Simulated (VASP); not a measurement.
Crystal: BaTe.

```xyz
2
Lattice="4.2448 0.0000 0.0000 0.0000 4.2448 0.0000 0.0000 0.0000 4.2448" Properties=species:S:1:pos:R:3 pbc="T T T"
Ba    0.0000    0.0000    0.0000
Te    2.1224    2.1224    2.1224
```

Base run:

| Property | Result |
| --- | --- |
| Program | VASP 6.6.1 |
| Functional | r2SCAN |
| Potentials or basis | VASP PAW PBE potentials, release 64 (Ba_sv, Te) |
| Cutoff | 520 eV |
| k mesh | 4 × 4 × 4 |
| Occupations | gaussian, width 0.01 eV |
| Spin | no spin polarisation |

Its results: band gap on the k mesh 1.09 eV, indirect (least direct gap 1.37 eV); pressure 0.6 GPa.

Task: The run is repeated on the same cell with these changes: functional from r2SCAN to PBE; cutoff from 520 eV to 500 eV. What comes out?

Result: Band gap on the k mesh 0.74 eV, indirect (least direct gap 0.95 eV); pressure 0.6 GPa.

r2SCAN gives the wider gap, since meta-GGAs in the generalised Kohn-Sham scheme recover part of the derivative discontinuity.

Caveats: spin-orbit coupling is left out, which moves the levels of the heavy elements; the PAW data sets were made with another functional, which shifts forces and pressure a little (some runs).

A k mesh can miss the band edges.
